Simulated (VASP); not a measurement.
Set up this calculation in VASP 6.6.1, as the native input.

- Task: single point
- Functional: LDA
- Potentials or basis: VASP PAW LDA potentials, release 64 (P, Li_sv)
- Cutoff: 520 eV
- k mesh: 2 × 2 × 2
- Occupations: fermi-dirac, width 0.05 eV
- Spin: collinear spin, zero start
- Starting moments: [0.0, 0.0, 0.0, 0.0, 0.0, 0.0, 0.0, 0.0, 0.0, 0.0, 0.0, 0.0, 0.0, 0.0, 0.0, 0.0, 0.0] μB
- Dipole correction: no
- Further INCAR settings: LREAL = Auto; ALGO = Normal; EDIFF = 1e-06; NBANDS = 60

The structure of LiP16 (a cell with a defect) lies in POSCAR:

```
LiP16
1.0
    1.6560500000      5.2040000000      4.3500000000
    1.6560500000     -5.2040000000      4.3500000000
    6.6242000000      0.0000000000      0.0000000000
P Li
16 1
Direct
    0.6648602456      0.4286999843      0.2181355607
    0.1818763921      0.4159555619      0.0829419994
    0.8628151297      0.0635430313      0.0054421013
    0.2920334484      0.1211458619      0.1383566926
    0.6486424254      0.4354973447      0.7246714069
    0.1952950519      0.3865362125      0.6016884053
    0.8213682738      0.0791071285      0.5318595015
    0.3155814463      0.1003877491      0.6402995402
    0.1125519137      0.9738782012      0.4759693862
    0.7165835861      0.8909936553      0.3413737069
    0.3686354978      0.5366107091      0.2652395790
    0.8300639239      0.5969786049      0.3909062559
    0.1427420143      0.9298901696      0.9751857540
    0.6719525606      0.8845067497      0.8634537845
    0.3702572116      0.5725016390      0.7508164315
    0.8205256563      0.6114474472      0.8831410498
    0.3798330522      0.8193290168      0.3893124688
```

One way to write it, as run:

INCAR

```
  PREC = Accurate
  ENCUT = 520
  EDIFF = 1E-6
  ISMEAR = -1
  SIGMA = 0.05
  LREAL = Auto
  LASPH = True
  NELM = 150
  ALGO = Normal
  ISIF = 2
  LWAVE = False
  LCHARG = False
  ISPIN = 2
  MAGMOM = 0 0 0 0 0 0 0 0 0 0 0 0 0 0 0 0 0
  LORBIT = 11
  GGA = CA
  NBANDS = 60
```

KPOINTS

```
Automatic mesh
0
Gamma
  2 2 2
```

Potentials or basis: VASP PAW LDA potentials, release 64 (P, Li_sv).

The run is started by

```console
$ cat potpaw_LDA.64/P/POTCAR potpaw_LDA.64/Li_sv/POTCAR > POTCAR
$ mpirun -np 1 vasp_std > vasp.out
```

Results of the run:

```json
{
 "Largest force": "0.118 eV/Å",
 "Net moment": "0.00 μB per cell",
 "Valence electrons inside the program's atomic spheres": "P 2.46, 2.47, 2.51, 2.48 (each value once); Li 2.15"
}
```

Caveat: the k points lie up to 0.51 Å⁻¹ apart.

It took 3.6 min on 1 thread of Intel(R) Xeon(R) 6975P-C (Granite Rapids), with other jobs on the host, peak memory 0.41 GiB.
